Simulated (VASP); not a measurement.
Wanted: the native input for a VASP 6.6.1 run.

```
Task                   : single point
Functional             : r2SCAN
Potentials or basis    : VASP PAW PBE potentials, release 64 (B)
Cutoff                 : 520 eV
k mesh                 : 10 × 10 × 10
Occupations            : gaussian, width 0.1 eV
Spin                   : no spin polarisation
Dipole correction      : no
Further INCAR settings : ALGO = Normal; EDIFF = 1e-07; NBANDS = 8
```

The system is B.

```
B
1.0
    -1.14695    1.14695    1.14695
     1.14695   -1.14695    1.14695
     1.14695    1.14695   -1.14695
B
1
Direct
  0.00000 0.00000 0.00000
```

One way to write it, as run:

POSCAR

```
B
1.0
   -1.1469503105      1.1469503105      1.1469503105
    1.1469503105     -1.1469503105      1.1469503105
    1.1469503105      1.1469503105     -1.1469503105
B
1
Direct
    0.0000000000      0.0000000000      0.0000000000
```

INCAR.step1

```
SYSTEM = B
  PREC = Accurate
  ENCUT = 520
  ISMEAR = 0
  SIGMA = 0.1
  LREAL = .FALSE.
  LASPH = .TRUE.
  NELM = 80
  NBANDS = 8
  GGA = PE
  ALGO = Normal
  EDIFF = 1E-4
  LWAVE = .TRUE.
  LCHARG = .FALSE.
```

INCAR.step2

```
SYSTEM = B
  PREC = Accurate
  ENCUT = 520
  EDIFF = 1E-7
  ISMEAR = 0
  SIGMA = 0.1
  LREAL = .FALSE.
  LASPH = .TRUE.
  NELM = 80
  ALGO = Normal
  ISIF = 2
  LWAVE = .FALSE.
  LCHARG = .FALSE.
  METAGGA = R2SCAN
  LMIXTAU = .TRUE.
  NBANDS = 8
  ISTART = 1
```

KPOINTS

```
Automatic mesh
0
G
  10 10 10
  0 0 0
```

Potentials or basis: VASP PAW PBE potentials, release 64 (B).

Command:

```sh
$ cat potpaw_PBE.64/B/POTCAR > POTCAR
$ cp INCAR.step1 INCAR
$ mpirun -np 1 vasp_std > vasp.out
$ cp INCAR.step2 INCAR
$ mpirun -np 1 vasp_std > vasp.out
```

It gave:

```
Pressure : -0.1 GPa
```

Caveat: the k points lie up to 0.39 Å⁻¹ apart; the PAW data sets were made with another functional, which shifts forces and pressure a little.

It took 4.9 s on 1 thread of Intel(R) Xeon(R) 6975P-C (Granite Rapids), on a shared host, peak memory 0.11 GiB.
